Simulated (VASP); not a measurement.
V3MoS8, 12 atoms in the cell. Symmetry: R-3m, No. 166, trigonal system. The conventional cell has a = 6.381 Å, b = 6.381 Å, c = 20.528 Å, α = 90.00°, β = 90.00°, γ = 120.00°. V (site symmetry 2/m) has 6 S at 2.35 to 2.36 Å and 4 V at 3.19 Å and 2 Mo at 3.19 Å within 3.2 Å. Within 3.2 Å of Mo (site symmetry -3m) lie 6 S at 2.41 Å and 6 V at 3.19 Å. Within 3.3 Å of S (site symmetry m) lie 2 V at 2.36 Å and 1 Mo at 2.41 Å and 6 S at 3.12 to 3.26 Å. S (site symmetry 3m) has 3 V at 2.35 Å and 6 S at 3.19 Å within 3.2 Å. 

- Program: VASP 6.6.1
- Task: single point
- Functional: PBE
- Potentials or basis: VASP PAW PBE potentials, release 64 (V_sv, Mo_sv, S)
- Cutoff: 520 eV
- k mesh: 6 × 6 × 6
- Occupations: gaussian, width 0.1 eV
- Spin: collinear spin, ferromagnetic start
- Starting moments: [-0.64, -0.64, -0.64, -0.27, 0.0, 0.0, 0.0, 0.0, 0.0, 0.0, 0.0, 0.0] μB
- Dipole correction: no
- Further INCAR settings: ALGO = Normal; EDIFF = 1e-06; NBANDS = 66

Potentials or basis: VASP PAW PBE potentials, release 64 (V_sv, Mo_sv, S).

Launch:

```console
$ cat potpaw_PBE.64/V_sv/POTCAR potpaw_PBE.64/Mo_sv/POTCAR potpaw_PBE.64/S/POTCAR > POTCAR
$ mpirun -np 4 vasp_std > vasp.out
```

Hardware: 4 MPI ranks on Intel(R) Xeon(R) Platinum 8259CL CPU @ 2.50GHz (Skylake/Cascade Lake) (shared host).

Task: Estimate the wall time of this run.

Result: It took 13 min on 4 MPI ranks on Intel(R) Xeon(R) Platinum 8259CL CPU @ 2.50GHz (Skylake/Cascade Lake), with other jobs on the host, peak memory 1.1 GiB a rank. Counts: scf iterations 19, k points 32.
